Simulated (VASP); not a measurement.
Here is a VASP 6.6.1 calculation.

INCAR

```
PREC = Accurate
ENCUT = 600
EDIFF = 1E-6
ISMEAR = 0
SIGMA = 0.01
LREAL = False
LASPH = True
NELM = 120
ALGO = Normal
ISIF = 2
LWAVE = False
LCHARG = True
GGA = CA
LELF = True
LVHAR = True
NBANDS = 11
GGA_COMPAT = False
```

KPOINTS

```
Automatic mesh
0
Gamma
  8 8 8
```

POSCAR

```
AlN
1.0
    0.0000000000      1.9356206702      1.9356206702
    1.9356206702      0.0000000000      1.9356206702
    1.9356206702      1.9356206702      0.0000000000
Al N
1 1
Direct
    0.0000000000      0.0000000000      0.0000000000
    0.5000000000      0.5000000000      0.5000000000
```

Potentials or basis: VASP PAW LDA potentials, release 64 (Al, N).

The run is started by

```bash
$ cat potpaw_LDA.64/Al/POTCAR potpaw_LDA.64/N/POTCAR > POTCAR
$ mpirun -np 1 vasp_std > vasp.out
```

**Question.** Predict the pressure.

**Answer.** 37.3 GPa.

**Question.** What does it give for the band gap on the k mesh?

**Answer.** 4.92 eV, indirect (least direct gap 7.79 eV).

A k mesh can miss the band edges. A hybrid or GW would open this gap; LDA tends to underestimate it.
